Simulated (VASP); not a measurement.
A run of VASP 6.6.1:

Contents of POSCAR:

```
Be2C
1.0
    0.0000000000      2.1604558464      2.1604558464
    2.1604558464      0.0000000000      2.1604558464
    2.1604558464      2.1604558464      0.0000000000
Be C
2 1
Direct
    0.2500000000      0.2500000000      0.2500000000
    0.7500000000      0.7500000000      0.7500000000
    0.0000000000      0.0000000000      0.0000000000
```

Contents of INCAR.step1:

```
ALGO = Normal ; EDIFF = 1E-5
ENCUT = 660 ; GGA = PE
GGA_COMPAT = F ; ISMEAR = 0
LASPH = T ; LCHARG = F
LREAL = F ; LWAVE = T
NBANDS = 11 ; NELM = 120
PREC = Accurate ; SIGMA = 0.01
```

The input INCAR.step2:

```
ALGO = Normal ; EDIFF = 1E-6
ENCUT = 660 ; GGA_COMPAT = F
ISIF = 2 ; ISMEAR = 0
ISTART = 1 ; LASPH = T
LCHARG = F ; LMIXTAU = T
LREAL = F ; LWAVE = F
METAGGA = R2SCAN ; NBANDS = 11
NELM = 120 ; PREC = Accurate
SIGMA = 0.01
```

KPOINTS

```
k-points
0
Gamma
  8 8 8
```

Potentials or basis: VASP PAW PBE potentials, release 64 (Be, C).

The run is started by

```bash
$ cat potpaw_PBE.64/Be/POTCAR potpaw_PBE.64/C/POTCAR > POTCAR
$ cp INCAR.step1 INCAR
$ mpirun -np 1 vasp_std > vasp.out
$ cp INCAR.step2 INCAR
$ mpirun -np 1 vasp_std > vasp.out
```

Hardware: 1 thread of Intel(R) Xeon(R) Platinum 8259CL CPU @ 2.50GHz (Skylake/Cascade Lake) (shared host).

Question: Estimate the wall time of this run.

Answer: Wall time 68 s on 1 thread of Intel(R) Xeon(R) Platinum 8259CL CPU @ 2.50GHz (Skylake/Cascade Lake), with other jobs on the host, peak memory 0.15 GiB. Counts: k points 29.
